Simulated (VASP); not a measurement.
# Si (Fd-3m) in VASP: notebook

Si is run at these levels: PBEsol; tasks: single point, relaxation of cell and atoms.

Everything below comes from runs of VASP 6.6.1. Logs are shortened: lines on timing, memory, paths and dates and some standing lists are left out, and cuts for length are marked.

**1. The cell of the first run**

Symmetry: Fd-3m, No. 227, cubic system. The conventional cell has a = 5.433 Å, b = 5.433 Å, c = 5.433 Å, α = 90.00°, β = 90.00°, γ = 90.00°. Si (site symmetry -43m) has 4 Si at 2.35 Å within 3.1 Å.

**2. Single point, PBEsol**

Input file INCAR:

```
PREC = Accurate ; ENCUT = 500
EDIFF = 1E-6 ; ISMEAR = -1
SIGMA = 0.02 ; LREAL = F
LASPH = T ; NELM = 120
ALGO = Normal ; ISIF = 2
LWAVE = F ; LCHARG = F
GGA = PS ; NBANDS = 11
GGA_COMPAT = F
```

Input file KPOINTS:

```
regular mesh
0
Gamma
  8 8 8
```

Input file POSCAR:

```
Si
1.0
    0.0000000000      2.7165317575      2.7165317575
    2.7165317575      0.0000000000      2.7165317575
    2.7165317575      2.7165317575      0.0000000000
Si
2
Direct
    0.7500000000      0.7500000000      0.7500000000
    0.5000000000      0.5000000000      0.5000000000
```

Potentials or basis: VASP PAW PBE potentials, release 64 (Si).

Run with:

```bash
$ cat potpaw_PBE.64/Si/POTCAR > POTCAR
$ mpirun -np 1 vasp_std > vasp.out
```

OUTCAR:

```text
PREC = Accurate
   ENCUT = 500
   EDIFF = 1E-6
   ISMEAR = -1
   LREAL = F
   LASPH = T
   NELM = 120
   ISIF = 2
   GGA = PS

 ion  position               nearest neighbor table
   1  0.750  0.750  0.750-   2 2.35   2 2.35   2 2.35   2 2.35
   2  0.500  0.500  0.500-   1 2.35   1 2.35   1 2.35   1 2.35

  LATTYP: Found a face centered cubic cell.
 ALAT       =     5.4330635150

  Lattice vectors:

 A1 = (   0.0000000000,   2.7165317575,   2.7165317575)
 A2 = (   2.7165317575,   0.0000000000,   2.7165317575)
 A3 = (   2.7165317575,   2.7165317575,   0.0000000000)

Analysis of symmetry for initial positions (statically):
=====================================================================
 Subroutine PRICEL returns:
 Original cell was already a primitive cell.

 Routine SETGRP: Setting up the symmetry group for a
 face centered cubic supercell.

 Subroutine GETGRP returns: Found 48 space group operations
 (whereof 24 operations were pure point group operations)
 out of a pool of 48 trial point group operations.

The static configuration has the point symmetry T_d .
 The point group associated with its full space group is O_h .

Analysis of symmetry for dynamics (positions and initial velocities):
=====================================================================
 Subroutine PRICEL returns:
 Original cell was already a primitive cell.

 Routine SETGRP: Setting up the symmetry group for a
 face centered cubic supercell.

 Subroutine GETGRP returns: Found 48 space group operations
 (whereof 24 operations were pure point group operations)
 out of a pool of 48 trial point group operations.

The dynamic configuration has the point symmetry T_d .
 The point group associated with its full space group is O_h .

 Subroutine INISYM returns: Found 48 space group operations
 (whereof 24 operations are pure point group operations),
 and found     1 'primitive' translations

----------------------------------------------------------------------------------------

                                     Primitive cell

  volume of cell :      40.0935

  direct lattice vectors                    reciprocal lattice vectors
     0.000000000  2.716531757  2.716531757    -0.184058220  0.184058220  0.184058220
     2.716531757  0.000000000  2.716531757     0.184058220 -0.184058220  0.184058220
     2.716531757  2.716531757  0.000000000     0.184058220  0.184058220 -0.184058220

  length of vectors
     3.841756054  3.841756054  3.841756054     0.318798189  0.318798189  0.318798189

  position of ions in fractional coordinates (direct lattice)
     0.750000000  0.750000000  0.750000000
     0.500000000  0.500000000  0.500000000

  ion indices of the primitive-cell ions
   primitive index   ion index
                 1           1
                 2           2

----------------------------------------------------------------------------------------

 KPOINTS: regular mesh

Automatic generation of k-mesh.
 Grid dimensions read from file:
 generate k-points for:    8    8    8

 Generating k-lattice:

  Cartesian coordinates                     Fractional coordinates (reciprocal lattice)
    -0.023007278  0.023007278  0.023007278     0.125000000  0.000000000  0.000000000
     0.023007278 -0.023007278  0.023007278     0.000000000  0.125000000  0.000000000
     0.023007278  0.023007278 -0.023007278     0.000000000  0.000000000  0.125000000

  Length of vectors
     0.039849774  0.039849774  0.039849774

  Shift w.r.t. Gamma in fractional coordinates (k-lattice)
     0.000000000  0.000000000  0.000000000

 Subroutine IBZKPT returns following result:
 ===========================================

 Found     29 irreducible k-points:

 Following reciprocal coordinates:
            Coordinates               Weight
  0.000000  0.000000  0.000000      1.000000
  0.125000  0.000000  0.000000      8.000000
  0.250000  0.000000  0.000000      8.000000
  0.375000  0.000000  0.000000      8.000000
  0.500000  0.000000  0.000000      4.000000
  0.125000  0.125000  0.000000      6.000000
[... 16 lines left out ...]
  0.500000  0.250000  0.125000     48.000000
 -0.375000  0.250000  0.125000     24.000000
 [... further k-points ...]
   k-points           NKPTS =     29   k-points in BZ     NKDIM =     29   number of bands    NBANDS=     11
   number of dos      NEDOS =    301   number of ions     NIONS =      2
   total plane-waves  NPLWV =  21952
   dimension x,y,z NGX =    28 NGY =   28 NGZ =   28
   dimension x,y,z NGXF=    56 NGYF=   56 NGZF=   56
   ions per type =               2
   NGX,Y,Z   is equivalent  to a cutoff of  12.12, 12.12, 12.12 a.u.
   NGXF,Y,Z  is equivalent  to a cutoff of  24.23, 24.23, 24.23 a.u.
 SYSTEM =  unknown system
   PREC   = accura    normal or accurate (medium, high low for compatibility)
   ISTART =      0    job   : 0-new  1-cont  2-samecut
   ICHARG =      2    charge: 1-file 2-atom 10-const
   ISPIN  =      1    spin polarized calculation?
   LNONCOLLINEAR =      F non collinear calculations
   LSORBIT =      F    spin-orbit coupling
   LASPH  =      T    aspherical Exc in radial PAW
   ENCUT  =  500.0 eV  36.75 Ry    6.06 a.u.   7.00  7.00  7.00*2*pi/ulx,y,z
   NELM   =    120;   NELMIN=  2; NELMDL= -5     # of ELM steps
   EDIFF  = 0.1E-05   stopping-criterion for ELM
   LREAL  =      F    real-space projection
   EDIFFG = 0.1E-04   stopping-criterion for IOM
   NSW    =      0    number of steps for IOM
   IBRION =     -1    ionic relax: 0-MD 1-quasi-New 2-CG
   NFREE  =      0    steps in history (QN), initial steepest desc. (CG)
   ISIF   =      2    stress and relaxation
   ISYM   =      2    0-nonsym 1-usesym 2-fastsym
   POTIM  = 0.5000    time-step for ionic-motion
   TEBEG  =    0.0;   TEEND  =   0.0 temperature during run
   PSTRESS=    0.0 pullay stress
   NELECT =       8.0000    total number of electrons
   NUPDOWN=      -1.0000    fix difference up-down
   EMIN   =  10.00;   EMAX   =-10.00  energy-range for DOS
   EFERMI =   0.00;   METHOD = LEGACY
   ISMEAR =    -1;   SIGMA  =   0.02  broadening in eV -4-tet -1-fermi 0-gaus
   EFERMI_NEDOS =   21; number of points for ismear=-14 and -15
   IALGO  =     38    algorithm
   IMIX   =      4    mixing-type and parameters
     AMIX     =   0.40;   BMIX     =  1.00
     AMIX_MAG =   1.60;   BMIX_MAG =  1.00
  volume/ion in A,a.u.               =      20.05       135.28
  Fermi-wavevector in a.u.,A,eV,Ry     =   0.956636  1.807780 12.451404  0.915152
  Thomas-Fermi vector in A             =   2.085582
   LORBIT       =      0    0 simple, 1 ext, 2 COOP (PROOUT), +10 PAW based schemes
   GGA     = PS    functional components
   LHFCALC =     F    Hartree Fock is set to
   AEXX    =    0.0000 exact exchange contribution
   IVDW    =     0    specifies the selected vdW correction
   LEPSILON=     F    determine dielectric tensor
   LRPA    =     F    only Hartree local field effects (RPA)
 non-spin polarized calculation
  energy-cutoff  :      500.00
  volume of cell :       40.09
 maximum number of plane-waves:      1036
   NGX = 13   NGY = 13   NGZ = 13

 number of electron       8.0000001 magnetization

 Free energy of the ion-electron system (eV)
  ---------------------------------------------------
  ext. energy  EPLUGINS =         0.00000000
  ---------------------------------------------------
  free energy    TOTEN  =       -11.48915007 eV

  energy without entropy =      -11.48915004  energy(sigma->0) =      -11.48915005

 E-fermi :   6.0237     XC(G=0):  -9.5480

 val. band max:        5.7783913653   @ k =   0.0000   0.0000   0.0000
 cond. band min:       6.2830875261   @ k =   0.3750   0.3750   0.0000
 fundamental gap:      0.5046961608
 Fermi energy:         6.0236636789

 k-point     1 :       0.0000    0.0000    0.0000
  band No.  band energies     occupation
      1      -6.2034      2.00000
      2       5.7784      1.99999
      3       5.7784      1.99999
      4       5.7784      1.99999
      5       8.2945      0.00000
      6       8.2945      0.00000
      7       8.2945      0.00000
      8       9.0877      0.00000
      9      13.4653      0.00000
     10      13.4653      0.00000
     11      13.4828      0.00000

 k-point     2 :       0.1250    0.0000    0.0000
  band No.  band energies     occupation
      1      -5.9987      2.00000
      2       4.1658      2.00000
      3       5.4861      2.00000
      4       5.4861      2.00000
      5       8.2199      0.00000
      6       8.7220      0.00000
      7       8.7220      0.00000
      8      10.4361      0.00000
      9      12.9609      0.00000
     10      12.9609      0.00000
     11      14.2894      0.00000

 k-point     3 :       0.2500    0.0000    0.0000
  band No.  band energies     occupation
      1      -5.4011      2.00000
      2       1.8283      2.00000
      3       5.0137      2.00000
      4       5.0137      2.00000
      5       7.7347      0.00000
      6       9.2349      0.00000
      7       9.2349      0.00000
      8      12.6157      0.00000
      9      12.9080      0.00000
     10      12.9080      0.00000
     11      14.5574      0.00000

 k-point     4 :       0.3750    0.0000    0.0000
  band No.  band energies     occupation
      1      -4.5023      2.00000
      2      -0.2000      2.00000
      3       4.6872      2.00000
      4       4.6872      2.00000
      5       7.3675      0.00000
      6       9.1669      0.00000
      7       9.1669      0.00000
      8      13.4621      0.00000
      9      14.3011      0.00000
     10      14.3011      0.00000
     11      15.3363      0.00000
[... 239 lines left out ...]
 k-point    22 :       0.3750    0.2500    0.1250
  band No.  band energies     occupation
      1      -4.8698      2.00000
      2       1.4807      2.00000
      3       3.0297      2.00000
      4       4.3377      2.00000
      5       8.1506      0.00000
      6       9.6147      0.00000
      7       9.8819      0.00000
      8      11.2327      0.00000
      9      13.5036      0.00000
     10      15.9833      0.00000
     11      16.6968      0.00000

 k-point    23 :       0.5000    0.2500    0.1250
  band No.  band energies     occupation
      1      -3.9768      2.00000
      2      -0.0794      2.00000
      3       2.4197      2.00000
      4       3.8291      2.00000
      5       8.5744      0.00000
      6       9.2569      0.00000
      7      10.7148      0.00000
      8      11.6594      0.00000
      9      14.7320      0.00000
     10      15.4131      0.00000
     11      17.6298      0.00000

 k-point    24 :      -0.3750    0.2500    0.1250
  band No.  band energies     occupation
      1      -3.3174      2.00000
      2      -1.0339      2.00000
      3       2.2923      2.00000
      4       3.5965      2.00000
      5       8.7760      0.00000
      6       8.8153      0.00000
      7      11.6349      0.00000
      8      12.8117      0.00000
      9      13.0987      0.00000
     10      16.2590      0.00000
     11      17.3934      0.00000

 [... further k-points ...]

------------------------ aborting loop because EDIFF is reached ----------------------------------------

  FORCE on cell =-STRESS in cart. coord.  units (eV):
  Direction    XX          YY          ZZ          XY          YZ          ZX
  --------------------------------------------------------------------------------------
  -------------------------------------------------------------------------------------
  Total        0.0370109      0.0370109      0.0370109      0.0000000      0.0000000     -0.0000000
  in kB        1.4789941      1.4789941      1.4789941      0.0000000      0.0000000     -0.0000000
  external PRESSURE =       1.4789941 kB  Pullay stress =       0.0000000 kB

 VOLUME and BASIS-vectors are now :
 -----------------------------------------------------------------------------
  energy-cutoff  :      500.00
  volume of cell :       40.09
      direct lattice vectors                 reciprocal lattice vectors
     0.000000000  2.716531757  2.716531757    -0.184058220  0.184058220  0.184058220
     2.716531757  0.000000000  2.716531757     0.184058220 -0.184058220  0.184058220
     2.716531757  2.716531757  0.000000000     0.184058220  0.184058220 -0.184058220

 POSITION                                       TOTAL-FORCE (eV/Angst)
 -----------------------------------------------------------------------------------
      4.07480      4.07480      4.07480        -0.000000     -0.000000     -0.000000
      2.71653      2.71653      2.71653         0.000000      0.000000      0.000000
 -----------------------------------------------------------------------------------
    total drift:                                0.000000      0.000000     -0.000000

  FREE ENERGIE OF THE ION-ELECTRON SYSTEM (eV)
  ---------------------------------------------------
  free  energy   TOTEN  =       -11.4891500695 eV

  energy  without entropy=      -11.4891500393  energy(sigma->0) =      -11.48915005
```

It took 7.2 s on 1 thread of Intel Xeon 6975P-C, shared host; peak memory 0.15 GiB.

What came out:

| Property | Result |
| --- | --- |
| Free energy | -11.4892 eV |
| Pressure | 0.1 GPa |
| Band gap on the k mesh | 0.50 eV, indirect (least direct gap 2.52 eV) |

Caveat: the PAW data sets were made with another functional, which shifts forces and pressure a little.

**3. Relaxation of cell and atoms, PBEsol**

This run uses another cell than the first one, of 20.16 Å³/atom, 1.006 times its volume.

Input file INCAR:

```
SYSTEM = Si
PREC = Accurate
ENCUT = 500
EDIFF = 1E-7
ISMEAR = -1
SIGMA = 0.02
LREAL = .False.
LASPH = .True.
NELM = 120
ALGO = Normal
ISIF = 3
LWAVE = .False.
LCHARG = .False.
GGA = PS
IBRION = 2
NSW = 100
EDIFFG = -0.005
GGA_COMPAT = .False.
NELMIN = 4
```

Input file KPOINTS:

```
Automatic mesh
0
Gamma
  8 8 8
  0 0 0
```

Input file POSCAR:

```
Si
1.0
    0.0000000000      2.7218511900      2.7218511900
    2.7218511900      0.0000000000      2.7218511900
    2.7218511900      2.7218511900      0.0000000000
Si
2
Direct
    0.7500000000      0.7500000000      0.7500000000
    0.5000000000      0.5000000000      0.5000000000
```

Potentials or basis: VASP PAW PBE potentials, release 64 (Si).

Run with:

```bash
$ cat potpaw_PBE.64/Si/POTCAR > POTCAR
$ mpirun -np 1 vasp_std > vasp.out
```

Wall time 15 s (1 thread of Intel Xeon 6975P-C, shared host); peak memory 0.14 GiB.

Results (log left out):

```
Free energy                            : -11.4892 eV
Relaxed volume                         : 20.08 Å³/atom
Relaxed cell                           : a = 3.844 Å, b = 3.844 Å, c = 3.844 Å, α = 60.00°, β = 60.00°, γ = 60.00°
Space group after relaxing (to 0.05 Å) : Fd-3m (No. 227)
Energy gained by relaxing              : 0.1 meV/atom
Ionic steps                            : 3
Pressure after relaxing                : 0.0 GPa
Band gap on the k mesh                 : 0.51 eV, indirect (least direct gap 2.52 eV)
```

Step by step:
```csv
step,energy change (eV),largest force (eV/Å),pressure (GPa),volume (Å³)
1,0.0000,0.0000,-0.40,40.33
2,-0.0001,0.0000,0.29,40.03
3,-0.0002,0.0000,0.01,40.15
```

Final structure:
```
CELL_PARAMETERS angstrom
0.00000 2.71787 2.71787
2.71787 0.00000 2.71787
2.71787 2.71787 0.00000
ATOMIC_POSITIONS crystal
Si 0.75000 0.75000 0.75000
Si 0.50000 0.50000 0.50000
```

Levels at points of the mesh, in eV from the valence-band top:
```tsv
k point	band 2	band 3	band 4	band 5	band 6	band 7
(0.00, 0.00, 0.00)	0.00	0.00	0.00	2.52	2.52	2.52
(0.50, 0.00, 0.00)	-7.00	-1.20	-1.20	1.46	3.27	3.27
(0.50, 0.50, 0.00)	-7.82	-2.87	-2.87	0.59	0.59	10.04
```

Caveat: the PAW data sets were made with another functional, which shifts forces and pressure a little. A k mesh can miss the band edges.
